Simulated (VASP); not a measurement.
# AgI (P6_3mc) in VASP: a series of runs

The runs below take AgI through single point, relaxation of cell and atoms, with PBE, LDA, r2SCAN.

All numbers are computed with VASP 6.6.1; they aren't measurements. Logs are shortened: lines on timing, memory, paths and dates and some standing lists are left out, and cuts for length are marked.

## 1. The cell of the first run

It takes space group P6_3mc (No. 186, hexagonal). The conventional cell has a = 4.651 Å, b = 4.651 Å, c = 7.598 Å, α = 90.00°, β = 90.00°, γ = 120.00°. Within 3.8 Å of Ag (site symmetry 3m) lie 4 I at 2.85 Å. I (site symmetry 3m) has 4 Ag at 2.85 Å within 3.8 Å.

## 2. Single point, PBE, non-collinear spin, zero start, spin-orbit coupling

INCAR reads:

```
ALGO     = Normal         # electronic algorithm
EDIFF    = 1E-6           # SCF threshold, eV
ENCUT    = 500            # plane-wave cutoff, eV
GGA      = PE             # functional
GGA_COMPAT= F            
ISIF     = 2              # what is computed and relaxed
ISMEAR   = 0              # smearing method
LASPH    = T              # aspherical terms in the spheres
LCHARG   = F              # write CHGCAR
LMAXMIX  = 4              # l up to which the mixer works
LORBIT   = 11             # projections on sites
LORBMOM  = T            
LREAL    = F              # projectors in reciprocal space
LSORBIT  = T              # spin-orbit coupling
LWAVE    = F              # write WAVECAR
MAGMOM   = 0 0 0 0 0 0 0 0 0 0 0 0 # initial moments
NBANDS   = 50             # bands
NELM     = 200            # most SCF steps
PREC     = Accurate       # precision mode
SIGMA    = 0.01           # smearing width, eV
```

KPOINTS reads:

```
k-points
0
Gamma
  6 6 4
```

POSCAR reads:

```
AgI
1.0
    4.6512919221      0.0000000000      0.0000000000
   -2.3256459611      4.0281369650      0.0000000000
    0.0000000000      0.0000000000      7.5978539869
Ag I
2 2
Direct
    0.3333333333      0.6666666667      0.0024013965
    0.6666666667      0.3333333333      0.5024013965
    0.3333333333      0.6666666667      0.3774986035
    0.6666666667      0.3333333333      0.8774986035
```

Potentials or basis: VASP PAW PBE potentials, release 64 (Ag, I).

Run with:

```sh
$ cat potpaw_PBE.64/Ag/POTCAR potpaw_PBE.64/I/POTCAR > POTCAR
$ mpirun -np 1 vasp_ncl > vasp.out
```

OUTCAR:

```text
EDIFF = 1E-6
   ENCUT = 500
   GGA = PE
   ISIF = 2
   ISMEAR = 0
   LASPH = T
   LORBIT = 11
   LREAL = F
   LSORBIT = T
   NELM = 200
   PREC = Accurate

 ion  position               nearest neighbor table
   1  0.333  0.667  0.002-   4 2.85   4 2.85   4 2.85   3 2.85
   2  0.667  0.333  0.502-   3 2.85   3 2.85   3 2.85   4 2.85
   3  0.333  0.667  0.377-   2 2.85   2 2.85   2 2.85   1 2.85
   4  0.667  0.333  0.877-   1 2.85   1 2.85   1 2.85   2 2.85

  LATTYP: Found a hexagonal cell.
 ALAT       =     4.6512919221
 C/A-ratio  =     1.6334932561

  Lattice vectors:

 A1 = (   4.6512919221,   0.0000000000,   0.0000000000)
 A2 = (  -2.3256459611,   4.0281369650,   0.0000000000)
 A3 = (   0.0000000000,   0.0000000000,   7.5978539869)

Analysis of symmetry for initial positions (statically):
=====================================================================
 Subroutine PRICEL returns:
 Original cell was already a primitive cell.

 Routine SETGRP: Setting up the symmetry group for a
 hexagonal supercell.

 Subroutine GETGRP returns: Found 12 space group operations
 (whereof  6 operations were pure point group operations)
 out of a pool of 24 trial point group operations.

The static configuration has the point symmetry C_3v.
 The point group associated with its full space group is C_6v.

Analysis of symmetry for dynamics (positions and initial velocities):
=====================================================================
 Subroutine PRICEL returns:
 Original cell was already a primitive cell.

 Routine SETGRP: Setting up the symmetry group for a
 hexagonal supercell.

 Subroutine GETGRP returns: Found 12 space group operations
 (whereof  6 operations were pure point group operations)
 out of a pool of 24 trial point group operations.

The dynamic configuration has the point symmetry C_3v.
 The point group associated with its full space group is C_6v.

Analysis of structural, dynamic, and magnetic symmetry:
=====================================================================
 Subroutine PRICEL returns:
 Original cell was already a primitive cell.

 Routine SETGRP: Setting up the symmetry group for a
 hexagonal supercell.

 Subroutine GETGRP returns: Found 12 space group operations
 (whereof  6 operations were pure point group operations)
 out of a pool of 24 trial point group operations.

The overall configuration has the point symmetry C_3v.
 The point group associated with its full space group is C_6v.

 Subroutine INISYM returns: Found 12 space group operations
 (whereof  6 operations are pure point group operations),
 and found     1 'primitive' translations

----------------------------------------------------------------------------------------

                                     Primitive cell

  volume of cell :     142.3537

  direct lattice vectors                    reciprocal lattice vectors
     4.651291922  0.000000000  0.000000000     0.214994031  0.124126862  0.000000000
    -2.325645961  4.028136965  0.000000000     0.000000000  0.248253723  0.000000000
     0.000000000  0.000000000  7.597853987     0.000000000  0.000000000  0.131616112

  length of vectors
     4.651291922  4.651291922  7.597853987     0.248253723  0.248253723  0.131616112

  position of ions in fractional coordinates (direct lattice)
     0.333333333  0.666666667  0.002401396
     0.666666667  0.333333333  0.502401396
     0.333333333  0.666666667  0.377498604
     0.666666667  0.333333333  0.877498604

  ion indices of the primitive-cell ions
   primitive index   ion index
                 1           1
                 2           2
                 3           3
                 4           4

----------------------------------------------------------------------------------------

 KPOINTS: k-points

Automatic generation of k-mesh.
 Grid dimensions read from file:
 generate k-points for:    6    6    4

 Generating k-lattice:

  Cartesian coordinates                     Fractional coordinates (reciprocal lattice)
[... 110 lines left out ...]
  free energy    TOTEN  =        -9.88075529 eV

  energy without entropy =       -9.88075529  energy(sigma->0) =       -9.88075529

 E-fermi :   3.0373     XC(G=0):  -8.2515

 val. band max:        2.9339628937   @ k =   0.0000   0.0000   0.0000
 cond. band min:       4.0792480265   @ k =   0.0000   0.0000   0.0000
 fundamental gap:      1.1452851327
 Fermi energy:         3.0372890483

 k-point     1 :       0.0000    0.0000    0.0000
  band No.  band energies     occupation
      1      -9.8822      1.00000
      2      -9.8822      1.00000
      3      -9.6192      1.00000
      4      -9.6192      1.00000
      5      -1.3995      1.00000
      6      -1.3995      1.00000
[... 1213 lines left out ...]
     47       9.5439      0.00000
     48       9.5439      0.00000

 [... further k-points ...]

 [bands above 48 left out]

[... 8 lines left out ...]
  external PRESSURE =       6.0727744 kB  Pullay stress =       0.0000000 kB

 VOLUME and BASIS-vectors are now :
 -----------------------------------------------------------------------------
  energy-cutoff  :      500.00
  volume of cell :      142.35
      direct lattice vectors                 reciprocal lattice vectors
     4.651291922  0.000000000  0.000000000     0.214994031  0.124126862  0.000000000
    -2.325645961  4.028136965  0.000000000     0.000000000  0.248253723  0.000000000
     0.000000000  0.000000000  7.597853987     0.000000000  0.000000000  0.131616112

 POSITION                                       TOTAL-FORCE (eV/Angst)
 -----------------------------------------------------------------------------------
     -0.00000      2.68542      0.01825         0.000000      0.000000     -0.000051
      2.32565      1.34271      3.81717        -0.000000      0.000000     -0.000051
     -0.00000      2.68542      2.86818         0.000000     -0.000000      0.000051
      2.32565      1.34271      6.66711        -0.000000      0.000000      0.000051
 -----------------------------------------------------------------------------------
    total drift:                               -0.000000      0.000000      0.000597

  FREE ENERGIE OF THE ION-ELECTRON SYSTEM (eV)
  ---------------------------------------------------
  free  energy   TOTEN  =        -9.8807552870 eV

  energy  without entropy=       -9.8807552870  energy(sigma->0) =       -9.88075529

 orbital moment (x)

 # of ion     p       d       tot
 ----------------------------------------
  1         0.000  -0.000  -0.000
  2         0.000   0.000   0.000
  3         0.000   0.000   0.000
  4         0.000  -0.000   0.000
 ----------------------------------------
            0.000  -0.000  -0.000

 orbital moment (y)

 # of ion     p       d       tot
 ----------------------------------------
  1         0.000   0.000   0.000
  2         0.000   0.000   0.000
  3         0.000  -0.000   0.000
  4        -0.000   0.000  -0.000
 ----------------------------------------
            0.000   0.000   0.000

 orbital moment (z)

 # of ion     p       d       tot
 ----------------------------------------
  1         0.000   0.000   0.000
  2         0.000  -0.000  -0.000
  3         0.000   0.000   0.000
  4         0.000   0.000   0.000
 ----------------------------------------
            0.000  -0.000  -0.000

 Spin-Orbit-Coupling matrix elements

 Ion:    1  E_soc:     -0.0450853
 l=   1
     0.0000000    -0.0018256    -0.0018534
    -0.0018256     0.0000000    -0.0018256
    -0.0018534    -0.0018256     0.0000000
 l=   2
     0.0000000    -0.0011278     0.0000000    -0.0011278    -0.0045720
    -0.0011278     0.0000000    -0.0034247    -0.0011055    -0.0011278
     0.0000000    -0.0034247     0.0000000    -0.0034247     0.0000000
    -0.0011278    -0.0011055    -0.0034247     0.0000000    -0.0011278
    -0.0045720    -0.0011278     0.0000000    -0.0011278     0.0000000
 l=   3
     0.0000000     0.0000000     0.0000000     0.0000000     0.0000000     0.0000000     0.0000000
     0.0000000     0.0000000     0.0000000     0.0000000     0.0000000     0.0000000     0.0000000
     0.0000000     0.0000000     0.0000000     0.0000000     0.0000000     0.0000000     0.0000000
     0.0000000     0.0000000     0.0000000     0.0000000     0.0000000     0.0000000     0.0000000
[... 49 lines left out ...]
 l=   2
     0.0000000    -0.0000161     0.0000000    -0.0000161    -0.0000906
    -0.0000161     0.0000000    -0.0000683    -0.0000096    -0.0000161
     0.0000000    -0.0000683     0.0000000    -0.0000683     0.0000000
    -0.0000161    -0.0000096    -0.0000683     0.0000000    -0.0000161
    -0.0000906    -0.0000161     0.0000000    -0.0000161     0.0000000
 l=   3
     0.0000000     0.0000000     0.0000000     0.0000000     0.0000000     0.0000000     0.0000000
     0.0000000     0.0000000     0.0000000     0.0000000     0.0000000     0.0000000     0.0000000
     0.0000000     0.0000000     0.0000000     0.0000000     0.0000000     0.0000000     0.0000000
     0.0000000     0.0000000     0.0000000     0.0000000     0.0000000     0.0000000     0.0000000
     0.0000000     0.0000000     0.0000000     0.0000000     0.0000000     0.0000000     0.0000000
     0.0000000     0.0000000     0.0000000     0.0000000     0.0000000     0.0000000     0.0000000
     0.0000000     0.0000000     0.0000000     0.0000000     0.0000000     0.0000000     0.0000000

 total charge

# of ion       s       p       d       tot
------------------------------------------
    1        0.294   0.206   9.299   9.799
    2        0.294   0.206   9.299   9.799
    3        1.499   2.753   0.031   4.283
    4        1.499   2.753   0.031   4.283
--------------------------------------------------
tot          3.587   5.919  18.660  28.165

 magnetization (x)

# of ion       s       p       d       tot
------------------------------------------
    1       -0.000  -0.000   0.000  -0.000
    2       -0.000   0.000   0.000  -0.000
    3        0.000   0.000   0.000   0.000
    4       -0.000   0.000   0.000   0.000
--------------------------------------------------
tot         -0.000   0.000   0.000  -0.000

 magnetization (y)

# of ion       s       p       d       tot
------------------------------------------
    1       -0.000   0.000   0.000  -0.000
    2        0.000   0.000  -0.000   0.000
    3        0.000   0.000   0.000   0.000
    4        0.000   0.000   0.000   0.000
--------------------------------------------------
tot          0.000   0.000  -0.000   0.000

 magnetization (z)

# of ion       s       p       d       tot
------------------------------------------
    1        0.000  -0.000  -0.000  -0.000
    2        0.000  -0.000  -0.000   0.000
    3        0.000   0.000  -0.000   0.000
    4        0.000   0.000  -0.000   0.000
--------------------------------------------------
tot          0.000   0.000  -0.000   0.000
```

It took 6 min on 1 thread of Intel Xeon Platinum 8488C (Sapphire Rapids), shared host; peak memory 0.69 GiB.

What came out:

```yaml
Free_energy: -9.8808 eV
Pressure: 0.6 GPa
Net_moment: 0.00 μB per cell
Valence_electrons_inside_the_program's_atomic_spheres: Ag 9.80; I 4.28
```

Moments on the atoms (μB; x, y, z):
```
Ag  0.00 0.00 0.00
Ag  0.00 0.00 0.00
I   0.00 0.00 0.00
I   0.00 0.00 0.00
```

## 3. Relaxation of cell and atoms, LDA

This run uses another cell than the first one, of 36.43 Å³/atom.

INCAR reads:

```
PREC = Accurate
ENCUT = 500
EDIFF = 1E-7
ISMEAR = -1
SIGMA = 0.02
LREAL = F
LASPH = T
NELM = 120
ALGO = Normal
ISIF = 3
LWAVE = F
LCHARG = F
GGA = CA
IBRION = 2
NSW = 80
EDIFFG = -0.005
GGA_COMPAT = F
NELMIN = 4
```

KPOINTS reads:

```
Automatic mesh
0
Gamma
  6 6 4
```

POSCAR reads:

```
AgI
1.0
    4.6862871461      0.0000000000      0.0000000000
   -2.3431435731      4.0584437180      0.0000000000
    0.0000000000      0.0000000000      7.6611314757
Ag I
2 2
Direct
    0.3333333333      0.6666666667      0.0024493945
    0.6666666667      0.3333333333      0.5024493945
    0.3333333333      0.6666666667      0.3774506055
    0.6666666667      0.3333333333      0.8774506055
```

Potentials or basis: VASP PAW LDA potentials, release 64 (Ag, I).

Run with:

```sh
$ cat potpaw_LDA.64/Ag/POTCAR potpaw_LDA.64/I/POTCAR > POTCAR
$ mpirun -np 1 vasp_std > vasp.out
```

Wall time 3.5 min (1 thread of Oxide Virtual Turin-like, shared host); peak memory 0.21 GiB.

It converged, with:

```
Free energy                           : -12.2478 eV
Relaxed volume                        : 31.97 Å³/atom
Relaxed cell                          : a = 4.488 Å, b = 4.488 Å, c = 7.333 Å, α = 90.00°, β = 90.00°, γ = 120.00°
Space group after relaxing (to 0.1 Å) : P6_3mc (No. 186)
Energy gained by relaxing             : 60.5 meV/atom
Ionic steps                           : 3
Pressure after relaxing               : 0.0 GPa
Band gap on the k mesh                : 1.13 eV
```

Forces in eV/Å, atoms in the order of the input:
```
Ag   0.000  0.000  0.003
Ag   0.000  0.000  0.003
I    0.000  0.000 -0.003
I    0.000  0.000 -0.003
```

Step by step:
```
step  energy change (eV)  largest force (eV/Å)  pressure (GPa)  volume (Å³)
   1              0.0000                0.0056           -3.79       145.71
   2             -0.2417                0.0024           -0.14       128.30
   3             -0.2419                0.0027            0.01       127.89
```

Final structure:
```
Ag I
1.0
     4.48753    0.00000    0.00000
    -2.24376    3.88631    0.00000
     0.00000    0.00000    7.33294
Ag I
2 2
Direct
  0.33333 0.66667 0.00241
  0.66667 0.33333 0.50241
  0.33333 0.66667 0.37749
  0.66667 0.33333 0.87749
```

Levels at points of the mesh, in eV from the valence-band top:
```csv
k point,band 14,band 15,band 16,band 17,band 18,band 19,band 20,band 21,band 22
"(0.00, 0.00, 0.00)",-0.83,-0.83,-0.09,0.00,0.00,1.13,2.39,5.50,5.50
"(0.50, 0.00, 0.00)",-2.96,-2.53,-2.06,-1.23,-0.84,3.19,3.32,4.54,5.85
"(0.00, 0.00, 0.50)",-1.92,-0.43,-0.43,-0.43,-0.43,2.48,2.48,5.45,5.45
"(0.50, 0.00, 0.50)",-3.17,-1.45,-1.45,-1.43,-1.43,3.00,3.00,4.64,4.64
```

Caveat: spin-orbit coupling is left out, which moves the levels of the heavy elements.

## 4. Relaxation of cell and atoms, r2SCAN

This run uses another cell than the first one, of 36.43 Å³/atom.

POSCAR is that of step 3.

INCAR.step1 reads:

```
SYSTEM = AgI
ALGO     = Normal         ! electronic algorithm
EDIFF    = 1E-5           ! SCF threshold, eV
EDIFFG   = -0.005         ! ionic threshold
ENCUT    = 550            ! plane-wave cutoff, eV
GGA      = PE             ! functional
GGA_COMPAT= .FALSE.      
IBRION   = 2              ! ionic algorithm
ISIF     = 3              ! what is computed and relaxed
ISMEAR   = -1             ! smearing method
LASPH    = .TRUE.         ! aspherical terms in the spheres
LCHARG   = .FALSE.        ! write CHGCAR
LREAL    = .FALSE.        ! projectors in reciprocal space
LWAVE    = .TRUE.         ! write WAVECAR
NELM     = 120            ! most SCF steps
NELMIN   = 4            
NSW      = 100            ! ionic steps
PREC     = Accurate       ! precision mode
SIGMA    = 0.02           ! smearing width, eV
```

INCAR.step2 reads:

```
SYSTEM = AgI
ALGO     = Normal         ! electronic algorithm
EDIFF    = 1E-7           ! SCF threshold, eV
EDIFFG   = -0.005         ! ionic threshold
ENCUT    = 550            ! plane-wave cutoff, eV
GGA_COMPAT= .FALSE.      
IBRION   = 2              ! ionic algorithm
ISIF     = 3              ! what is computed and relaxed
ISMEAR   = -1             ! smearing method
ISTART   = 1            
LASPH    = .TRUE.         ! aspherical terms in the spheres
LCHARG   = .FALSE.        ! write CHGCAR
LMIXTAU  = .TRUE.       
LREAL    = .FALSE.        ! projectors in reciprocal space
LWAVE    = .FALSE.        ! write WAVECAR
METAGGA  = R2SCAN         ! meta-GGA
NELM     = 120            ! most SCF steps
NELMIN   = 4            
NSW      = 80             ! ionic steps
PREC     = Accurate       ! precision mode
SIGMA    = 0.02           ! smearing width, eV
```

KPOINTS reads:

```
k-points
0
G
  6 6 4
  0 0 0
```

Potentials or basis: VASP PAW PBE potentials, release 64 (Ag, I).

Run with:

```sh
$ cat potpaw_PBE.64/Ag/POTCAR potpaw_PBE.64/I/POTCAR > POTCAR
$ cp INCAR.step1 INCAR
$ mpirun -np 1 vasp_std > vasp.out
$ cp INCAR.step2 INCAR
$ mpirun -np 1 vasp_std > vasp.out
```

It took 22 min on 1 thread of Oxide Virtual Turin-like, shared host; peak memory 0.3 GiB.

The run converged. Its results:

| Quantity | Value |
| --- | --- |
| Free energy | -93.0535 eV |
| Relaxed volume | 35.45 Å³/atom |
| Relaxed cell | a = 4.645 Å, b = 4.645 Å, c = 7.590 Å, α = 90.00°, β = 90.00°, γ = 120.00° |
| Space group after relaxing (to 0.1 Å) | P6_3mc (No. 186) |
| Energy gained by relaxing | 2.4 meV/atom |
| Ionic steps | 3 |
| Pressure after relaxing | 0.0 GPa |
| Band gap on the k mesh | 1.83 eV |

The path:
```
step  energy change (eV)  largest force (eV/Å)  pressure (GPa)  volume (Å³)
   1              0.0000                0.0003           -0.74       145.71
   2             -0.0093                0.0004           -0.08       142.17
   3             -0.0094                0.0007            0.00       141.80
```

Final structure:
```yaml
crystal:
  lattice:
    - [4.64459, 0.00000, 0.00000]
    - [-2.32229, 4.02233, 0.00000]
    - [0.00000, 0.00000, 7.58992]
  atoms:
    - { symbol: Ag, position: [0.33333, 0.66667, 0.00245] }
    - { symbol: Ag, position: [0.66667, 0.33333, 0.50245] }
    - { symbol: I, position: [0.33333, 0.66667, 0.37745] }
    - { symbol: I, position: [0.66667, 0.33333, 0.87745] }
```

Levels at points of the mesh, in eV from the valence-band top:
```csv
k point,band 16,band 17,band 18,band 19,band 20,band 21
"(0.00, 0.00, 0.00)",-0.06,0.00,0.00,1.83,3.10,6.28
"(0.50, 0.00, 0.00)",-1.71,-0.98,-0.68,3.77,3.98,5.14
"(0.00, 0.00, 0.50)",-0.35,-0.35,-0.35,3.10,3.10,6.03
"(0.50, 0.00, 0.50)",-1.19,-1.18,-1.18,3.67,3.67,5.28
```

Caveat: the PAW data sets were made with another functional, which shifts forces and pressure a little; spin-orbit coupling is left out, which moves the levels of the heavy elements.

## 5. Summary

| task | level | potentials or basis | spin | cell | cutoff (eV) | smearing | gap on the mesh (eV) | pressure (GPa) | relaxed volume (Å³/atom) |
| --- | --- | --- | --- | --- | --- | --- | --- | --- | --- |
| single point | PBE | VASP PAW PBE potentials, release 64 (Ag, I) | non-collinear, zero start, SOC | a = 4.651, b = 4.651, c = 7.598 Å, angles 90.0, 90.0, 120.0°, 4 atoms, atomic positions A | 500 | gaussian 0.01 eV | - | 0.6 | - |
| relaxation of cell and atoms | LDA | VASP PAW LDA potentials, release 64 (Ag, I) | off | relaxed from a = 4.686, b = 4.686, c = 7.661 Å, angles 90.0, 90.0, 120.0°, 4 atoms, atomic positions B | 500 | fermi-dirac 0.02 eV | 1.13 | 0.0 | 31.97 |
| relaxation of cell and atoms | r2SCAN | VASP PAW PBE potentials, release 64 (Ag, I) | off | relaxed from a = 4.686, b = 4.686, c = 7.661 Å, angles 90.0, 90.0, 120.0°, 4 atoms, atomic positions B | 550 | fermi-dirac 0.02 eV | 1.83 | 0.0 | 35.45 |

Alike in all rows: k mesh 6 × 6 × 4.

Caveats: spin-orbit coupling is left out, which moves the levels of the heavy elements (at least some runs); the PAW data sets were made with another functional, which shifts forces and pressure a little (at least some runs).

Absolute energies hang on the potentials; compare differences alone.
